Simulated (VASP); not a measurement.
A run of VASP 6.6.1 is set up as follows.

The input INCAR:

```
SYSTEM = WS2
PREC     = Accurate       ! precision mode
ENCUT    = 450            ! plane-wave cutoff, eV
EDIFF    = 1E-7           ! SCF threshold, eV
ISMEAR   = 0              ! smearing method
SIGMA    = 0.02           ! smearing width, eV
LREAL    = .False.        ! projectors in reciprocal space
LASPH    = .True.         ! aspherical terms in the spheres
NELM     = 120            ! most SCF steps
ALGO     = Normal         ! electronic algorithm
ISIF     = 2              ! what is computed and relaxed
LWAVE    = .False.        ! write WAVECAR
LCHARG   = .False.        ! write CHGCAR
LDIPOL   = .True.       
IDIPOL   = 3            
DIPOL    = 0.5 0.5 0.351
GGA      = CA             ! functional
IBRION   = 2              ! ionic algorithm
NSW      = 100            ! ionic steps
EDIFFG   = -0.003         ! ionic threshold
GGA_COMPAT= .False.      
NELMIN   = 4            
NELMDL   = -8
```

KPOINTS

```
Automatic mesh
0
Gamma
  12 12 1
  0 0 0
```

POSCAR

```
WS2
1.0
    3.0942342288      0.0000000000      0.0000000000
   -1.5471171144      2.6796854474      0.0000000000
    0.0000000000      0.0000000000     30.0799999992
S W
2 1
Direct
    0.6666666667      0.3333333333      0.2995212019
    0.6666666667      0.3333333333      0.4032713513
    0.3333333333      0.6666666667      0.3513962766
```

Potentials or basis: VASP PAW LDA potentials, release 64 (S, W_sv).

Launch:

```bash
$ cat potpaw_LDA.64/S/POTCAR potpaw_LDA.64/W_sv/POTCAR > POTCAR
$ mpirun -np 1 vasp_std > vasp.out
```

Q: What does it give for the energy gained by relaxing?

A: 1.4 meV/atom.

Q: What does it give for the band gap on the k mesh?

A: 1.95 eV (least direct gap 2.16 eV).

Step by step:
```csv
step,energy change (eV),largest force (eV/Å),pressure (GPa)
1,0.0000,0.3044,0.83
2,-0.0043,0.0093,0.46
3,-0.0043,0.0001,0.47
```

Caveat: spin-orbit coupling is left out, which moves the levels of the heavy elements.
